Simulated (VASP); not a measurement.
## SiMo5: single point with PBE

The system is SiMo5.

```
Si Mo
1.0
     4.51403    0.00000    0.00000
    -2.25701    3.90926    0.00000
     0.00000    0.00000    5.46975
Si Mo
1 5
Direct
  0.00000 0.00000 0.00000
  0.66667 0.33333 0.82993
  0.33333 0.66667 0.67137
  0.33333 0.66667 0.17007
  0.66667 0.33333 0.32863
  0.00000 0.00000 0.50000
```

| Property | Result |
| --- | --- |
| Program | VASP 6.6.1 |
| Task | single point |
| Functional | PBE |
| Potentials or basis | VASP PAW PBE potentials, release 64 (Si, Mo_sv) |
| Cutoff | 500 eV |
| k mesh | 12 × 12 × 6 |
| Occupations | gaussian, width 0.1 eV |
| Spin | no spin polarisation |
| Dipole correction | no |
| Further INCAR settings | ALGO = Normal; EDIFF = 1e-06; NBANDS = 46 |

```
Pressure               : -12.3 GPa
Band gap on the k mesh : zero (bands 37 and 38 overlap by 1.04 eV)
```

Forces in eV/Å, atoms in the order of the input:
```
Si   0.000  0.000  0.000
Mo   0.000  0.000  0.003
Mo   0.000  0.000 -0.003
Mo   0.000  0.000 -0.003
Mo   0.000  0.000  0.003
Mo   0.000  0.000  0.000
```

Levels at points of the mesh, in eV from the Fermi level:
```csv
k point,band 35,band 36,band 37,band 38,band 39,band 40
"(0.00, 0.00, 0.00)",-1.52,0.36,0.36,0.60,1.84,1.84
"(0.50, 0.00, 0.00)",-0.66,-0.44,-0.44,-0.08,1.12,1.28
"(0.00, 0.00, 0.50)",-0.70,-0.04,0.28,0.28,0.51,1.45
"(0.50, 0.00, 0.50)",-1.35,-0.53,-0.52,-0.31,0.91,1.04
```

It took 16 min on 1 thread of Oxide Virtual Turin-like Processor (shared host), peak memory 0.39 GiB.

Caveat: the cell stands under tension.
